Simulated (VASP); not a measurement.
# Be3CdO4 (R3m) in VASP: relaxation of cell and atoms with PBE

Aim: the relaxation of cell and atoms of Be3CdO4 with PBE.

All numbers are computed with VASP 6.6.1; they aren't measurements. Logs are shortened: lines on timing, memory, paths and dates and some standing lists are left out, and cuts for length are marked.

## Step 1: The cell of the first run

The structure is trigonal, space group R3m (No. 160). The conventional cell has a = 5.627 Å, b = 5.627 Å, c = 8.590 Å, α = 90.00°, β = 90.00°, γ = 120.00°. Be (site symmetry m) has 2 Be at 1.65 Å and 3 O at 1.67 to 2.18 Å within 2.2 Å. Cd (site symmetry 3m) has 3 O at 1.53 Å within 2.0 Å. Within 2.2 Å of O (site symmetry 3m) lie 3 Be at 1.67 Å and 3 O at 1.87 Å. Within 2.0 Å of O (site symmetry m) lie 1 Cd at 1.53 Å and 1 O at 1.87 Å.

The cell was built from a structure type or drawn by symmetry, and may not be a known phase.

## Step 2: Relaxation of cell and atoms, PBE

File INCAR:

```
SYSTEM = Be3CdO4
ALGO = Normal ; EDIFF = 1E-7
EDIFFG = -0.08 ; ENCUT = 600
GGA = PE ; GGA_COMPAT = .False.
IBRION = 2 ; ISIF = 3
ISMEAR = 0 ; LASPH = .True.
LCHARG = .False. ; LREAL = .False.
LWAVE = .False. ; NELM = 120
NELMIN = 4 ; NSW = 36
PREC = Accurate ; SIGMA = 0.15
```

File KPOINTS:

```
k-points
0
Gamma
  3 3 3
  0 0 0
```

File POSCAR:

```
Be3CdO4
1.0
    2.8135572200      1.6244080200      2.8634393600
   -2.8135572200      1.6244080200      2.8634393600
    0.0000000000     -3.2488160300      2.8634393600
Be Cd O
3 1 4
Direct
    0.4253477700      0.1316563300      0.4253477700
    0.4253477700      0.4253477700      0.1316563300
    0.1316563300      0.4253477700      0.4253477700
    0.7927732800      0.7927732800      0.7927732800
    0.1676570000      0.1676570000      0.1676570000
    0.9118810700      0.4499501600      0.9118810700
    0.9118810700      0.9118810700      0.4499501600
    0.4499501600      0.9118810700      0.9118810700
```

Potentials or basis: VASP PAW PBE potentials, release 64 (Be, Cd, O).

Started as:

```console
cat potpaw_PBE.64/Be/POTCAR potpaw_PBE.64/Cd/POTCAR potpaw_PBE.64/O/POTCAR > POTCAR
mpirun -np 1 vasp_std > vasp.out
```

OUTCAR:

```text
SYSTEM = Be3CdO4
   EDIFF = 1E-7
   EDIFFG = -0.08
   ENCUT = 600
   GGA = PE
   IBRION = 2
   ISIF = 3
   ISMEAR = 0
   LASPH = .True.
   LREAL = .False.
   NELM = 120
   NELMIN = 4
   NSW = 36
   PREC = Accurate

 ion  position               nearest neighbor table
   1  0.425  0.132  0.425-   2 1.65   3 1.65   5 1.67   4 2.56
   2  0.425  0.425  0.132-   1 1.65   3 1.65   5 1.67   4 2.56
   3  0.132  0.425  0.425-   2 1.65   1 1.65   5 1.67   4 2.56
   4  0.793  0.793  0.793-   7 1.53   6 1.53   8 1.53   3 2.56   1 2.56   2 2.56
   5  0.168  0.168  0.168-   1 1.67   3 1.67   2 1.67   7 1.87   6 1.87   8 1.87
   6  0.912  0.450  0.912-   4 1.53   5 1.87
   7  0.912  0.912  0.450-   4 1.53   5 1.87
   8  0.450  0.912  0.912-   4 1.53   5 1.87

  LATTYP: Found a trigonal (rhomboedric) cell.
 ALAT       =     4.3305993366
 COS(alpha) =     0.1557997246

  Lattice vectors:

 A1 = (   2.8135572200,   1.6244080200,   2.8634393600)
 A2 = (  -2.8135572200,   1.6244080200,   2.8634393600)
 A3 = (   0.0000000000,  -3.2488160300,   2.8634393600)

Analysis of symmetry for initial positions (statically):
=====================================================================
 Subroutine PRICEL returns:
 Original cell was already a primitive cell.

 Routine SETGRP: Setting up the symmetry group for a
 trigonal (rhombohedral) supercell.

 Subroutine GETGRP returns: Found  6 space group operations
 (whereof  6 operations were pure point group operations)
 out of a pool of 12 trial point group operations.

The static configuration has the point symmetry C_3v.

Analysis of symmetry for dynamics (positions and initial velocities):
=====================================================================
 Subroutine PRICEL returns:
 Original cell was already a primitive cell.

 Routine SETGRP: Setting up the symmetry group for a
 trigonal (rhombohedral) supercell.

 Subroutine GETGRP returns: Found  6 space group operations
 (whereof  6 operations were pure point group operations)
 out of a pool of 12 trial point group operations.

The dynamic configuration has the point symmetry C_3v.

 Subroutine INISYM returns: Found  6 space group operations
 (whereof  6 operations are pure point group operations),
 and found     1 'primitive' translations

----------------------------------------------------------------------------------------

                                     Primitive cell

  volume of cell :      78.5218

  direct lattice vectors                    reciprocal lattice vectors
     2.813557220  1.624408020  2.863439360     0.177710976  0.102601480  0.116410125
    -2.813557220  1.624408020  2.863439360    -0.177710976  0.102601480  0.116410125
     0.000000000 -3.248816030  2.863439360     0.000000000 -0.205202960  0.116410125

  length of vectors
     4.330599337  4.330599337  4.330599331     0.235922809  0.235922809  0.235922809

  position of ions in fractional coordinates (direct lattice)
     0.425347770  0.131656330  0.425347770
     0.425347770  0.425347770  0.131656330
     0.131656330  0.425347770  0.425347770
     0.792773280  0.792773280  0.792773280
     0.167657000  0.167657000  0.167657000
     0.911881070  0.449950160  0.911881070
     0.911881070  0.911881070  0.449950160
     0.449950160  0.911881070  0.911881070

  ion indices of the primitive-cell ions
   primitive index   ion index
                 1           1
                 2           2
                 3           3
                 4           4
                 5           5
                 6           6
                 7           7
                 8           8

----------------------------------------------------------------------------------------

 KPOINTS: k-points

Automatic generation of k-mesh.
 Grid dimensions read from file:
 generate k-points for:    3    3    3

 Generating k-lattice:

  Cartesian coordinates                     Fractional coordinates (reciprocal lattice)
     0.059236992  0.034200493  0.038803375     0.333333333  0.000000000  0.000000000
    -0.059236992  0.034200493  0.038803375     0.000000000  0.333333333  0.000000000
     0.000000000 -0.068400987  0.038803375     0.000000000  0.000000000  0.333333333

  Length of vectors
     0.078640936  0.078640936  0.078640936

  Shift w.r.t. Gamma in fractional coordinates (k-lattice)
     0.000000000  0.000000000  0.000000000

 Subroutine IBZKPT returns following result:
 ===========================================

 Found      6 irreducible k-points:

 Following reciprocal coordinates:
            Coordinates               Weight
  0.000000  0.000000  0.000000      1.000000
  0.333333 -0.000000  0.000000      6.000000
  0.333333  0.333333  0.000000      6.000000
 -0.333333  0.333333  0.000000      6.000000
  0.333333  0.333333  0.333333      2.000000
 -0.333333  0.333333  0.333333      6.000000
   k-points           NKPTS =      6   k-points in BZ     NKDIM =      6   number of bands    NBANDS=     26
   number of dos      NEDOS =    301   number of ions     NIONS =      8
   total plane-waves  NPLWV =  46656
   dimension x,y,z NGX =    36 NGY =   36 NGZ =   36
   dimension x,y,z NGXF=    72 NGYF=   72 NGZF=   72
   ions per type =               3   1   4
   NGX,Y,Z   is equivalent  to a cutoff of  13.82, 13.82, 13.82 a.u.
   NGXF,Y,Z  is equivalent  to a cutoff of  27.64, 27.64, 27.64 a.u.
 SYSTEM =  Be3CdO4
   PREC   = accura    normal or accurate (medium, high low for compatibility)
   ISTART =      0    job   : 0-new  1-cont  2-samecut
   ICHARG =      2    charge: 1-file 2-atom 10-const
   ISPIN  =      1    spin polarized calculation?
   LNONCOLLINEAR =      F non collinear calculations
   LSORBIT =      F    spin-orbit coupling
   LASPH  =      T    aspherical Exc in radial PAW
   ENCUT  =  600.0 eV  44.10 Ry    6.64 a.u.   8.65  8.65  8.65*2*pi/ulx,y,z
   NELM   =    120;   NELMIN=  4; NELMDL= -5     # of ELM steps
   EDIFF  = 0.1E-06   stopping-criterion for ELM
   LREAL  =      F    real-space projection
   EDIFFG = -.8E-01   stopping-criterion for IOM
   NSW    =     36    number of steps for IOM
   IBRION =      2    ionic relax: 0-MD 1-quasi-New 2-CG
   NFREE  =      1    steps in history (QN), initial steepest desc. (CG)
   ISIF   =      3    stress and relaxation
   ISYM   =      2    0-nonsym 1-usesym 2-fastsym
   POTIM  = 0.5000    time-step for ionic-motion
   TEBEG  =    0.0;   TEEND  =   0.0 temperature during run
   PSTRESS=    0.0 pullay stress
   NELECT =      42.0000    total number of electrons
   NUPDOWN=      -1.0000    fix difference up-down
   EMIN   =  10.00;   EMAX   =-10.00  energy-range for DOS
   EFERMI =   0.00;   METHOD = LEGACY
   ISMEAR =     0;   SIGMA  =   0.15  broadening in eV -4-tet -1-fermi 0-gaus
   EFERMI_NEDOS =   21; number of points for ismear=-14 and -15
   IALGO  =     38    algorithm
   IMIX   =      4    mixing-type and parameters
     AMIX     =   0.40;   BMIX     =  1.00
     AMIX_MAG =   1.60;   BMIX_MAG =  1.00
  volume/ion in A,a.u.               =       9.82        66.24
  Fermi-wavevector in a.u.,A,eV,Ry     =   1.328907  2.511270 24.027801  1.765994
  Thomas-Fermi vector in A             =   2.458109
   LORBIT       =      0    0 simple, 1 ext, 2 COOP (PROOUT), +10 PAW based schemes
   GGA     = PE    functional components
   LHFCALC =     F    Hartree Fock is set to
   AEXX    =    0.0000 exact exchange contribution
   IVDW    =     0    specifies the selected vdW correction
   LEPSILON=     F    determine dielectric tensor
   LRPA    =     F    only Hartree local field effects (RPA)
 conjugate gradient relaxation of ions
 non-spin polarized calculation
 Gauss-broadening in eV      SIGMA  =   0.15
  energy-cutoff  :      600.00
  volume of cell :       78.52
 maximum number of plane-waves:      2631
 NGX is ok and might be reduce to    36
   NGX = 17   NGY = 17   NGZ = 17

--------------------------------------- Ionic step        1  -------------------------------------------

 number of electron      42.0000001 magnetization

 Free energy of the ion-electron system (eV)
  ---------------------------------------------------
  ext. energy  EPLUGINS =         0.00000000
  ---------------------------------------------------
  free energy    TOTEN  =        -9.78690634 eV

  energy without entropy =       -9.68509927  energy(sigma->0) =       -9.73600280

------------------------ aborting loop because EDIFF is reached ----------------------------------------

  FORCE on cell =-STRESS in cart. coord.  units (eV):
  Direction    XX          YY          ZZ          XY          YZ          ZX
  --------------------------------------------------------------------------------------
  -------------------------------------------------------------------------------------
  Total       90.3771766     90.3771764      3.7317147      0.0000000      0.0000000      0.0000000
  in kB     1844.0777816   1844.0777778     76.1428095      0.0000000      0.0000001      0.0000000
  external PRESSURE =    1254.7661230 kB  Pullay stress =       0.0000000 kB
[... 107 lines left out ...]
  FREE ENERGIE OF THE ION-ELECTRON SYSTEM (eV)
  ---------------------------------------------------
  free  energy   TOTEN  =       -19.9554162876 eV

  energy  without entropy=      -19.8672905084  energy(sigma->0) =      -19.91135340

 E-fermi :   3.7028     XC(G=0): -10.2445

 val. band max:        3.1265879710   @ k =   0.3333   0.3333   0.0000
 cond. band min:       4.2396866979   @ k =   0.0000   0.0000   0.0000
 fundamental gap:      1.1130987268
 Fermi energy:         3.7027725345

 k-point     1 :       0.0000    0.0000    0.0000
  band No.  band energies     occupation
      1     -18.6887      2.00000
      2     -15.1502      2.00000
      3     -14.2881      2.00000
      4     -14.2881      2.00000
      5      -5.1524      2.00000
      6      -5.1524      2.00000
[... 163 lines left out ...]
     25       9.6156      0.00000
     26      10.1290      0.00000

 E-fermi :   3.3247     XC(G=0): -10.4554

 val. band max:        2.6459096132   @ k =   0.3333   0.3333   0.3333
 cond. band min:       4.8472101079   @ k =   0.0000   0.0000   0.0000
 fundamental gap:      2.2013004947
 Fermi energy:         3.3246925792

 k-point     1 :       0.0000    0.0000    0.0000
  band No.  band energies     occupation
      1     -16.1130      2.00000
      2     -15.2481      2.00000
      3     -14.6340      2.00000
      4     -14.6340      2.00000
      5      -3.9946      2.00000
      6      -3.8414      2.00000
[... 163 lines left out ...]
     25      10.1355      0.00000
     26      11.5180      0.00000

[... ionic steps 4 to 22 ...]

--------------------------------------- Ionic step       23  -------------------------------------------

 number of electron      42.0000019 magnetization

------------------------ aborting loop because EDIFF is reached ----------------------------------------

  FORCE on cell =-STRESS in cart. coord.  units (eV):
  Direction    XX          YY          ZZ          XY          YZ          ZX
  --------------------------------------------------------------------------------------
  -------------------------------------------------------------------------------------
  Total       -0.0463867     -0.0463867     -0.1633432      0.0000000     -0.0000000      0.0000000
  in kB       -0.8078048     -0.8078048     -2.8445521      0.0000000     -0.0000000      0.0000000
  external PRESSURE =      -1.4867206 kB  Pullay stress =       0.0000000 kB
[... 69 lines left out ...]
  energy  without entropy=      -48.2047199456  energy(sigma->0) =      -48.20471995

--------------------------------------- Ionic step       25  -------------------------------------------

 number of electron      42.0000015 magnetization

 Free energy of the ion-electron system (eV)
  ---------------------------------------------------
  ext. energy  EPLUGINS =         0.00000000
  ---------------------------------------------------
  free energy    TOTEN  =       -48.20626249 eV

  energy without entropy =      -48.20626249  energy(sigma->0) =      -48.20626249

 E-fermi :   1.5651     XC(G=0):  -9.5491

 val. band max:        0.8958800602   @ k =   0.3333   0.3333   0.3333
 cond. band min:       2.3572293044   @ k =   0.0000   0.0000   0.0000
 fundamental gap:      1.4613492441
 Fermi energy:         1.5651185645

 k-point     1 :       0.0000    0.0000    0.0000
  band No.  band energies     occupation
      1     -16.9225      2.00000
      2     -16.2162      2.00000
      3     -15.8000      2.00000
      4     -15.8000      2.00000
      5      -5.7130      2.00000
      6      -5.7130      2.00000
[... 198 lines left out ...]
  FREE ENERGIE OF THE ION-ELECTRON SYSTEM (eV)
  ---------------------------------------------------
  free  energy   TOTEN  =       -48.2062624895 eV

  energy  without entropy=      -48.2062624895  energy(sigma->0) =      -48.20626249

 reached required accuracy - stopping structural energy minimisation
```

Wall time 4 min (1 thread of AMD EPYC 9R45 (Zen 5), shared host); peak memory 0.19 GiB.

What came out:

| Quantity | Value |
| --- | --- |
| Free energy | -48.2063 eV |
| Relaxed volume | 11.46 Å³/atom |
| Relaxed cell | a = 4.676 Å, b = 4.676 Å, c = 4.676 Å, α = 73.47°, β = 73.47°, γ = 73.47° |
| Space group after relaxing (to 0.1 Å) | R3m (No. 160) |
| Pressure after relaxing | 0.2 GPa |
| Largest force after relaxing | 0.060 eV/Å |
| Band gap on the k mesh | 1.46 eV (least direct gap 1.63 eV) |

Forces in eV/Å, atoms in the order of the input:
```
Be   0.012 -0.007  0.001
Be   0.000  0.014  0.001
Be  -0.012 -0.007  0.001
Cd   0.000  0.000 -0.042
O    0.000  0.000  0.060
O    0.021 -0.012 -0.007
O    0.000  0.024 -0.007
O   -0.021 -0.012 -0.007
```

Stress tensor (GPa, compression positive):
```
 0.35  0.00  0.00
 0.00  0.35  0.00
 0.00  0.00 -0.07
```

Final structure:
```
Be Cd O
1.0
     2.79709    1.61490    3.38177
    -2.79709    1.61490    3.38177
     0.00000   -3.22980    3.38177
Be Cd O
3 1 4
Direct
  0.49478 0.99804 0.49478
  0.49478 0.49478 0.99804
  0.99804 0.49478 0.49478
  0.88011 0.88011 0.88011
  0.32377 0.32377 0.32377
  0.82714 0.37073 0.82714
  0.82714 0.82714 0.37073
  0.37073 0.82714 0.82714
```

Caveat: the k points lie up to 0.48 Å⁻¹ apart in the final cell; the volume moved by over 15 % at a fixed basis, so the end points are rough; an odd mesh through Γ misses points on the zone boundary, where band edges can lie; the relaxation stopped at a loose force limit of 0.08 eV/Å, so its end isn't a converged minimum.
